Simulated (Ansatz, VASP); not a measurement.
Two plane-wave programs on SrO

```
Sr O
1.0
     3.02809    0.00000    0.00000
     0.00000    3.10287    0.00000
     0.00000    0.00000    3.10287
Sr O
1 1
Cartesian
  0.0000 0.0000 0.0000
  1.5140 1.5514 1.5514
```

Change from the starting cell: uniaxial_x strain -2.4%.

Alike in both runs: task single point; functional r2SCAN; k mesh 8 × 8 × 8; no spin polarisation.

```csv
,VASP,Ansatz
version,VASP 6.6.1,Ansatz 0.2.0
potentials or method,"VASP PAW PBE potentials, release 64 (Sr_sv, O)","plane waves, PAW"
plane-wave cutoff (eV),520,500
occupations,"gaussian, width 0.01 eV",fixed
valence electrons in the cell,16,16
```

VASP gave:

| Quantity | Value |
| --- | --- |
| gap on the k mesh at the Fermi level (eV) | 3.11 |
| pressure (GPa) | 3.5 |
| traceless stress, the component that is largest in VASP (GPa) | 5.25 |

Q: Which values does Ansatz return?

A: gap on the k mesh at the Fermi level (eV): 3.18; pressure (GPa): 2.6; traceless stress, the component that is largest in VASP (GPa): 5.22.

VASP's potentials were made for PBE, not for r2SCAN.
